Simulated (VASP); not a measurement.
# Si2Mo in VASP: further runs

The runs below take Si2Mo through single point, with PBEsol.

All numbers are computed with VASP 6.6.1; they aren't measurements. Logs are shortened: lines on timing, memory, paths and dates and some standing lists are left out, and cuts for length are marked.

## 1. The cell of the first run

The cell holds a slab with vacuum, 18 atoms: a = 4.511 Å, b = 4.515 Å, c = 26.079 Å, α = 90.00°, β = 90.00°, γ = 90.00°.

## 2. Single point, PBEsol

INCAR reads:

```
PREC = Accurate
ENCUT = 520
EDIFF = 1E-6
ISMEAR = 0
SIGMA = 0.1
LREAL = Auto
LASPH = T
NELM = 100
ALGO = Normal
ISIF = 2
LWAVE = F
LCHARG = F
LDIPOL = T
IDIPOL = 3
DIPOL = 0.5 0.5 0.500
GGA = PS
NBANDS = 81
```

KPOINTS reads:

```
regular mesh
0
Gamma
  2 2 1
```

POSCAR reads:

```
Si2Mo
1.0
    4.5114404978      0.0000000000      0.0000000000
    0.0000000000      4.5146191219      0.0000000000
    0.0000000000      0.0000000000     26.0792390753
Si Mo
12 6
Direct
    0.5000000000      0.7524734080      0.2875850779
    0.0000000000      0.4971746791      0.3130772286
    0.0000000000      0.0021214952      0.3625093995
    0.5000000000      0.7468227662      0.3880015502
    0.5000000000      0.2517695823      0.4374337211
    0.0000000000      0.9964708534      0.4629258718
    0.0000000000      0.5014176694      0.5123580427
    0.5000000000      0.2461189405      0.5378501935
    0.5000000000      0.7510657565      0.5872823643
    0.0000000000      0.4957670276      0.6127745151
    0.0000000000      0.0007138437      0.6622066860
    0.5000000000      0.7454151147      0.6876988367
    0.5000000000      0.2496480871      0.3377933140
    0.0000000000      0.4992961743      0.4127176357
    0.5000000000      0.7489442614      0.4876419573
    0.0000000000      0.9985923485      0.5625662789
    0.5000000000      0.2482404356      0.6374906005
    0.0000000000      0.4978885228      0.7124149221
```

Potentials or basis: VASP PAW PBE potentials, release 64 (Si, Mo_sv).

The run is started by

```sh
cat potpaw_PBE.64/Si/POTCAR potpaw_PBE.64/Mo_sv/POTCAR > POTCAR
mpirun -np 1 vasp_std > vasp.out
```

OUTCAR:

```text
PREC = Accurate
   ENCUT = 520
   EDIFF = 1E-6
   ISMEAR = 0
   LREAL = Auto
   LASPH = T
   NELM = 100
   ISIF = 2
   GGA = PS

 ion  position               nearest neighbor table
   1  0.500  0.752  0.288-  13 2.60   4 2.62   2 2.62   2 2.62  13 2.62
   2  0.000  0.497  0.313-   3 2.58  13 2.60  13 2.60  14 2.60   1 2.62   1 2.62   3 2.62
   3  0.000  0.002  0.363-   2 2.58  14 2.60  13 2.60  13 2.60   6 2.62   4 2.62   4 2.62   2 2.62
                            14 2.62
   4  0.500  0.747  0.388-   5 2.58  13 2.60  14 2.60  14 2.60  15 2.60   1 2.62   3 2.62   3 2.62
                             5 2.62  13 2.62
   5  0.500  0.252  0.437-   4 2.58  14 2.60  14 2.60  15 2.60  13 2.60   6 2.62   6 2.62   4 2.62
                             8 2.62  15 2.62
   6  0.000  0.996  0.463-   7 2.58  14 2.60  15 2.60  15 2.60  16 2.60   3 2.62   5 2.62   5 2.62
                             7 2.62  14 2.62
   7  0.000  0.501  0.512-   6 2.58  14 2.60  15 2.60  15 2.60  16 2.60   6 2.62   8 2.62   8 2.62
                            10 2.62  16 2.62
   8  0.500  0.246  0.538-   9 2.58  17 2.60  16 2.60  16 2.60  15 2.60   9 2.62   7 2.62   7 2.62
                             5 2.62  15 2.62
   9  0.500  0.751  0.587-   8 2.58  15 2.60  16 2.60  16 2.60  17 2.60   8 2.62  10 2.62  10 2.62
                            12 2.62  17 2.62
  10  0.000  0.496  0.613-  11 2.58  18 2.60  17 2.60  17 2.60  16 2.60   9 2.62   9 2.62  11 2.62
                             7 2.62  16 2.62
  11  0.000  0.001  0.662-  10 2.58  18 2.60  17 2.60  17 2.60  16 2.60  12 2.62  12 2.62  10 2.62
                            18 2.62
  12  0.500  0.745  0.688-  18 2.60  18 2.60  17 2.60  11 2.62  11 2.62   9 2.62  17 2.62
  13  0.500  0.250  0.338-   1 2.60   2 2.60   2 2.60   4 2.60   3 2.60   3 2.60   5 2.60   1 2.62
                             4 2.62  14 3.19  14 3.19
  14  0.000  0.499  0.413-   7 2.60   6 2.60   5 2.60   5 2.60   3 2.60   4 2.60   4 2.60   2 2.60
                             6 2.62   3 2.62  15 3.19  15 3.19  13 3.19  13 3.19
  15  0.500  0.749  0.488-   9 2.60   7 2.60   7 2.60   5 2.60   8 2.60   6 2.60   6 2.60   4 2.60
                             5 2.62   8 2.62  16 3.19  14 3.19  14 3.19  16 3.19
  16  0.000  0.999  0.563-   8 2.60   9 2.60   8 2.60   9 2.60   7 2.60  10 2.60   6 2.60  11 2.60
                            10 2.62   7 2.62  15 3.19  15 3.19  17 3.19  17 3.19
  17  0.500  0.248  0.637-   8 2.60  10 2.60  10 2.60  12 2.60   9 2.60  11 2.60  11 2.60   9 2.62
                            12 2.62  16 3.19  16 3.19  18 3.19  18 3.19
  18  0.000  0.498  0.712-  10 2.60  11 2.60  12 2.60  12 2.60  11 2.62  17 3.19  17 3.19

  LATTYP: Found a simple orthorhombic cell.
 ALAT       =     4.5114404978
 B/A-ratio  =     1.0007045697
 C/A-ratio  =     5.7806900231

  Lattice vectors:

 A1 = (   4.5114404978,   0.0000000000,   0.0000000000)
 A2 = (   0.0000000000,   4.5146191219,   0.0000000000)
 A3 = (   0.0000000000,   0.0000000000,  26.0792390753)

Analysis of symmetry for initial positions (statically):
=====================================================================
 Subroutine PRICEL returns:
 Original cell was already a primitive cell.

 Routine SETGRP: Setting up the symmetry group for a
 simple orthorhombic supercell.

 Subroutine GETGRP returns: Found  2 space group operations
 (whereof  2 operations were pure point group operations)
 out of a pool of  8 trial point group operations.

The static configuration has the point symmetry C_1h.

Analysis of symmetry for dynamics (positions and initial velocities):
=====================================================================
 Subroutine PRICEL returns:
 Original cell was already a primitive cell.

 Routine SETGRP: Setting up the symmetry group for a
 simple orthorhombic supercell.

 Subroutine GETGRP returns: Found  2 space group operations
 (whereof  2 operations were pure point group operations)
 out of a pool of  8 trial point group operations.

The dynamic configuration has the point symmetry C_1h.

 Subroutine INISYM returns: Found  2 space group operations
 (whereof  2 operations are pure point group operations),
 and found     1 'primitive' translations

----------------------------------------------------------------------------------------

                                     Primitive cell

  volume of cell :     531.1672

  direct lattice vectors                    reciprocal lattice vectors
     4.511440498  0.000000000  0.000000000     0.221658692  0.000000000  0.000000000
[... 59 lines left out ...]
     0.000000000  0.110751314  0.000000000     0.000000000  0.500000000  0.000000000
     0.000000000  0.000000000  0.038344677     0.000000000  0.000000000  1.000000000

  Length of vectors
     0.110829346  0.110751314  0.038344677

  Shift w.r.t. Gamma in fractional coordinates (k-lattice)
     0.000000000  0.000000000  0.000000000

 Subroutine IBZKPT returns following result:
 ===========================================

 Found      4 irreducible k-points:

 Following reciprocal coordinates:
            Coordinates               Weight
  0.000000  0.000000  0.000000      1.000000
  0.500000  0.000000  0.000000      1.000000
  0.000000  0.500000  0.000000      1.000000
  0.500000  0.500000  0.000000      1.000000
   k-points           NKPTS =      4   k-points in BZ     NKDIM =      4   number of bands    NBANDS=     81
   number of dos      NEDOS =    301   number of ions     NIONS =     18
   total plane-waves  NPLWV = 254016
   dimension x,y,z NGX =    36 NGY =   36 NGZ =  196
   dimension x,y,z NGXF=    72 NGYF=   72 NGZF=  392
   ions per type =              12   6
   NGX,Y,Z   is equivalent  to a cutoff of  13.27, 13.26, 12.49 a.u.
   NGXF,Y,Z  is equivalent  to a cutoff of  26.53, 26.51, 24.99 a.u.
 SYSTEM =  unknown system
   PREC   = accura    normal or accurate (medium, high low for compatibility)
   ISTART =      0    job   : 0-new  1-cont  2-samecut
   ICHARG =      2    charge: 1-file 2-atom 10-const
   ISPIN  =      1    spin polarized calculation?
   LNONCOLLINEAR =      F non collinear calculations
   LSORBIT =      F    spin-orbit coupling
   LASPH  =      T    aspherical Exc in radial PAW
   ENCUT  =  520.0 eV  38.22 Ry    6.18 a.u.   8.39  8.39 48.49*2*pi/ulx,y,z
   NELM   =    100;   NELMIN=  2; NELMDL= -5     # of ELM steps
   EDIFF  = 0.1E-05   stopping-criterion for ELM
   LREAL  =      T    real-space projection
   EDIFFG = 0.1E-04   stopping-criterion for IOM
   NSW    =      0    number of steps for IOM
   IBRION =     -1    ionic relax: 0-MD 1-quasi-New 2-CG
   NFREE  =      0    steps in history (QN), initial steepest desc. (CG)
   ISIF   =      2    stress and relaxation
   ISYM   =      2    0-nonsym 1-usesym 2-fastsym
   POTIM  = 0.5000    time-step for ionic-motion
   TEBEG  =    0.0;   TEEND  =   0.0 temperature during run
   PSTRESS=    0.0 pullay stress
   NELECT =     132.0000    total number of electrons
   NUPDOWN=      -1.0000    fix difference up-down
   EMIN   =  10.00;   EMAX   =-10.00  energy-range for DOS
   EFERMI =   0.00;   METHOD = LEGACY
   ISMEAR =     0;   SIGMA  =   0.10  broadening in eV -4-tet -1-fermi 0-gaus
   EFERMI_NEDOS =   21; number of points for ismear=-14 and -15
   IALGO  =     38    algorithm
   IMIX   =      4    mixing-type and parameters
     AMIX     =   0.40;   BMIX     =  1.00
     AMIX_MAG =   1.60;   BMIX_MAG =  1.00
  volume/ion in A,a.u.               =      29.51       199.14
  Fermi-wavevector in a.u.,A,eV,Ry     =   1.029254  1.945007 14.413508  1.059363
  Thomas-Fermi vector in A             =   2.163292
   LORBIT       =      0    0 simple, 1 ext, 2 COOP (PROOUT), +10 PAW based schemes
   GGA     = PS    functional components
   LHFCALC =     F    Hartree Fock is set to
   AEXX    =    0.0000 exact exchange contribution
   IVDW    =     0    specifies the selected vdW correction
   LEPSILON=     F    determine dielectric tensor
   LRPA    =     F    only Hartree local field effects (RPA)
 non-spin polarized calculation
 Gauss-broadening in eV      SIGMA  =   0.10
  energy-cutoff  :      520.00
  volume of cell :      531.17
 maximum number of plane-waves:     14333
 NGX is ok and might be reduce to    36

 dipolmoment           0.000000      0.000000      0.255117 electrons x Angstroem

 number of electron     132.0000018 magnetization

 dipolmoment           0.000000      0.000000     -0.169558 electrons x Angstroem

 Free energy of the ion-electron system (eV)
  ---------------------------------------------------
  ext. energy  EPLUGINS =         0.00000000
  ---------------------------------------------------
  free energy    TOTEN  =      -143.72316333 eV

  energy without entropy =     -143.65754377  energy(sigma->0) =     -143.69035355

 E-fermi :   3.0958     XC(G=0):  -6.5292

 val. band max:        3.0872179324   @ k =   0.0000   0.5000   0.0000
 cond. band min:       3.1118279853   @ k =   0.5000   0.0000   0.0000
 fundamental gap:      0.0246100529
 Fermi energy:         3.0957785168

 k-point     1 :       0.0000    0.0000    0.0000
  band No.  band energies     occupation
      1     -57.3331      2.00000
      2     -57.3159      2.00000
      3     -57.2986      2.00000
      4     -57.2083      2.00000
      5     -57.1860      2.00000
      6     -57.0109      2.00000
[... 313 lines left out ...]
     77       5.4957      0.00000
     78       5.6106      0.00000
 [bands above 78 left out]

------------------------ aborting loop because EDIFF is reached ----------------------------------------

 vacuum level on the upper side and lower side of the slab       (xc-potential included)        -0.835         0.727

  FORCE on cell =-STRESS in cart. coord.  units (eV):
  Direction    XX          YY          ZZ          XY          YZ          ZX
  --------------------------------------------------------------------------------------
  -------------------------------------------------------------------------------------
  Total      -14.2245923     -6.8990448     -5.7836054      0.0000000     -1.1578624      0.0000000
  in kB      -42.9061101    -20.8098179    -17.4452809      0.0000000     -3.4924989      0.0000000
  external PRESSURE =     -27.0537363 kB  Pullay stress =       0.0000000 kB

 VOLUME and BASIS-vectors are now :
 -----------------------------------------------------------------------------
  energy-cutoff  :      520.00
  volume of cell :      531.17
      direct lattice vectors                 reciprocal lattice vectors
     4.511440498  0.000000000  0.000000000     0.221658692  0.000000000  0.000000000
     0.000000000  4.514619122  0.000000000     0.000000000  0.221502628  0.000000000
     0.000000000  0.000000000 26.079239075     0.000000000  0.000000000  0.038344677

 POSITION                                       TOTAL-FORCE (eV/Angst)
 -----------------------------------------------------------------------------------
      2.25572      3.39713      7.50000         0.000000     -0.075304      0.848092
      0.00000      2.24455      8.16482         0.000000     -0.012415     -0.326929
      0.00000      0.00958      9.45397         0.000000      0.300601     -0.983692
      2.25572      3.37162     10.11879         0.000000      0.277891     -1.021934
      2.25572      1.13664     11.40794         0.000000     -0.028263     -0.534252
      0.00000      4.49869     12.07275         0.000000     -0.040599     -0.372895
[... 10 lines left out ...]
      2.25572      1.12071     16.62527         0.000000      0.343849      0.171246
      0.00000      2.24778     18.57924         0.000000      0.555014     -3.623988
 -----------------------------------------------------------------------------------
    total drift:                                0.000000     -0.000240      0.000306

  FREE ENERGIE OF THE ION-ELECTRON SYSTEM (eV)
  ---------------------------------------------------
  free  energy   TOTEN  =      -143.7231633330 eV

  energy  without entropy=     -143.6575437693  energy(sigma->0) =     -143.69035355

 vacuum level on the upper side and lower side of the slab         6.485         8.062
```

Run time: 13 min. Hardware: 1 thread of Intel Xeon 6975P-C, shared host; peak memory 0.59 GiB.

What came out:

```yaml
Free_energy: -143.7232 eV
Largest_force: 3.666 eV/Å
Band_gap_on_the_k_mesh: zero (band 66 reaches 3.34 eV, above the bottom of band 67 at 3.05 eV)
```

Forces on the atoms (eV/Å):
```
Si   0.000 -0.075  0.848
Si   0.000 -0.012 -0.327
Si   0.000  0.301 -0.984
Si   0.000  0.278 -1.022
Si   0.000 -0.028 -0.534
Si   0.000 -0.041 -0.373
Si   0.000 -0.017 -0.157
Si   0.000 -0.058  0.115
Si   0.000 -0.054  0.435
Si   0.000  0.077  0.866
Si   0.000 -0.160  1.891
Si   0.000 -1.003  0.720
Mo   0.000 -0.185  1.133
Mo   0.000 -0.229  0.460
Mo   0.000  0.206  0.435
Mo   0.000  0.104 -0.054
Mo   0.000  0.344  0.171
Mo   0.000  0.555 -3.624
```

Caveat: the k points lie up to 0.70 Å⁻¹ apart; the PAW data sets were made with another functional, which shifts forces and pressure a little.

## 3. Single point, PBEsol

This run uses another cell than the first one: it holds 9 atoms, not 18.

INCAR reads:

```
SYSTEM = Si2Mo
PREC     = Accurate       ! precision mode
ENCUT    = 520            ! plane-wave cutoff, eV
EDIFF    = 1E-6           ! SCF threshold, eV
ISMEAR   = 0              ! smearing method
SIGMA    = 0.1            ! smearing width, eV
LREAL    = .FALSE.        ! projectors in reciprocal space
LASPH    = .TRUE.         ! aspherical terms in the spheres
NELM     = 60             ! most SCF steps
ALGO     = Normal         ! electronic algorithm
ISIF     = 2              ! what is computed and relaxed
LWAVE    = .FALSE.        ! write WAVECAR
LCHARG   = .FALSE.        ! write CHGCAR
LDIPOL   = .TRUE.       
IDIPOL   = 3            
DIPOL    = 0.5 0.5 0.500
GGA      = PS             ! functional
NBANDS   = 43             ! bands
```

KPOINTS reads:

```
Automatic mesh
0
G
  8 8 1
  0 0 0
```

POSCAR reads:

```
Si2Mo
1.0
    4.5114404978      0.0000000000      0.0000000000
    0.0000000000      4.5146191219      0.0000000000
    0.0000000000      0.0000000000     20.2173311871
Si Mo
6 3
Direct
    0.5000000000      0.7524734080      0.3709688450
    0.0000000000      0.4971746791      0.4038523096
    0.0000000000      0.0021214952      0.4676170761
    0.5000000000      0.7468227662      0.5005005407
    0.5000000000      0.2517695823      0.5642653072
    0.0000000000      0.9964708534      0.5971487717
    0.5000000000      0.2496480871      0.4357346928
    0.0000000000      0.4992961743      0.5323829239
    0.5000000000      0.7489442614      0.6290311550
```

Potentials or basis: VASP PAW PBE potentials, release 64 (Si, Mo_sv).

The run is started by

```sh
cat potpaw_PBE.64/Si/POTCAR potpaw_PBE.64/Mo_sv/POTCAR > POTCAR
mpirun -np 1 vasp_std > vasp.out
```

OUTCAR:

```text
SYSTEM = Si2Mo
   PREC = Accurate
   ENCUT = 520
   EDIFF = 1E-6
   ISMEAR = 0
   LREAL = .FALSE.
   LASPH = .TRUE.
   NELM = 60
   ISIF = 2
   GGA = PS

 ion  position               nearest neighbor table
   1  0.500  0.752  0.371-   7 2.60   2 2.62   2 2.62   4 2.62   7 2.62
   2  0.000  0.497  0.404-   3 2.58   8 2.60   7 2.60   7 2.60   1 2.62   1 2.62   3 2.62
   3  0.000  0.002  0.468-   2 2.58   8 2.60   7 2.60   7 2.60   6 2.62   2 2.62   4 2.62   4 2.62
                             8 2.62
   4  0.500  0.747  0.501-   5 2.58   8 2.60   8 2.60   9 2.60   7 2.60   5 2.62   3 2.62   3 2.62
                             1 2.62   7 2.62
   5  0.500  0.252  0.564-   4 2.58   9 2.60   8 2.60   8 2.60   7 2.60   6 2.62   6 2.62   4 2.62
                             9 2.62
   6  0.000  0.996  0.597-   8 2.60   9 2.60   9 2.60   3 2.62   5 2.62   5 2.62   8 2.62
   7  0.500  0.250  0.436-   1 2.60   2 2.60   2 2.60   3 2.60   3 2.60   4 2.60   5 2.60   1 2.62
                             4 2.62   8 3.19   8 3.19
   8  0.000  0.499  0.532-   4 2.60   4 2.60   2 2.60   6 2.60   3 2.60   5 2.60   5 2.60   6 2.62
                             3 2.62   9 3.19   9 3.19   7 3.19   7 3.19
   9  0.500  0.749  0.629-   4 2.60   5 2.60   6 2.60   6 2.60   5 2.62   8 3.19   8 3.19

  LATTYP: Found a simple orthorhombic cell.
 ALAT       =     4.5114404978
 B/A-ratio  =     1.0007045697
[... 1314 lines left out ...]

 vacuum level on the upper side and lower side of the slab       (xc-potential included)        -0.657         0.632

  FORCE on cell =-STRESS in cart. coord.  units (eV):
  Direction    XX          YY          ZZ          XY          YZ          ZX
  --------------------------------------------------------------------------------------
  -------------------------------------------------------------------------------------
  Total       -8.4725474     -7.3328482     -9.0573212      0.0000000     -0.0554338      0.0000000
  in kB      -32.9658603    -28.5314014    -35.2411583      0.0000000     -0.2156877      0.0000000
  external PRESSURE =     -32.2461400 kB  Pullay stress =       0.0000000 kB

 VOLUME and BASIS-vectors are now :
 -----------------------------------------------------------------------------
  energy-cutoff  :      520.00
  volume of cell :      411.78
      direct lattice vectors                 reciprocal lattice vectors
     4.511440498  0.000000000  0.000000000     0.221658692  0.000000000  0.000000000
     0.000000000  4.514619122  0.000000000     0.000000000  0.221502628  0.000000000
     0.000000000  0.000000000 20.217331187     0.000000000  0.000000000  0.049462513

 POSITION                                       TOTAL-FORCE (eV/Angst)
 -----------------------------------------------------------------------------------
      2.25572      3.39713      7.50000         0.000000      0.162370      1.040171
      0.00000      2.24455      8.16482         0.000000     -0.265662      0.431470
      0.00000      0.00958      9.45397         0.000000      0.160977     -0.524026
      2.25572      3.37162     10.11879         0.000000      0.141345      0.248456
      2.25572      1.13664     11.40794         0.000000      0.029183      0.918288
      0.00000      4.49869     12.07275         0.000000     -0.649276      0.220814
      2.25572      1.12707      8.80939         0.000000     -0.174707      0.644150
      0.00000      2.25413     10.76336         0.000000      0.300687     -0.592126
      2.25572      3.38120     12.71733         0.000000      0.295083     -2.387198
 -----------------------------------------------------------------------------------
    total drift:                                0.000000      0.000250     -0.000560

  FREE ENERGIE OF THE ION-ELECTRON SYSTEM (eV)
  ---------------------------------------------------
  free  energy   TOTEN  =       -67.5023913172 eV

  energy  without entropy=      -67.4701732853  energy(sigma->0) =      -67.48628230

 vacuum level on the upper side and lower side of the slab         3.975         5.304
```

Run time: 16 min. Hardware: 1 thread of Intel Xeon 6975P-C, shared host; peak memory 0.65 GiB.

What came out:

- Free energy: -67.5024 eV
- Largest force: 2.405 eV/Å
- Band gap on the k mesh: zero (band 33 reaches 0.85 eV, above the bottom of band 34 at 0.50 eV)

Forces on the atoms (eV/Å):
```
Si   0.000  0.162  1.040
Si   0.000 -0.266  0.431
Si   0.000  0.161 -0.524
Si   0.000  0.141  0.248
Si   0.000  0.029  0.918
Si   0.000 -0.649  0.221
Mo   0.000 -0.175  0.644
Mo   0.000  0.301 -0.592
Mo   0.000  0.295 -2.387
```

Levels at points of the mesh, in eV from the Fermi level:
```csv
k point,band 29,band 30,band 31,band 32,band 33,band 34,band 35,band 36,band 37,band 38
"(0.00, 0.00, 0.00)",-1.57,-0.89,-0.73,-0.36,0.11,0.41,0.71,0.91,1.72,1.97
"(0.50, 0.00, 0.00)",-1.39,-0.85,-0.84,-0.58,-0.37,-0.10,1.16,1.64,1.95,2.15
"(0.00, 0.50, 0.00)",-1.10,-0.80,-0.76,-0.42,-0.15,-0.07,0.45,0.92,1.10,1.60
"(0.50, 0.50, 0.00)",-1.14,-1.00,-0.77,-0.28,-0.23,-0.20,0.03,0.30,1.37,1.98
```

Caveat: the PAW data sets were made with another functional, which shifts forces and pressure a little.
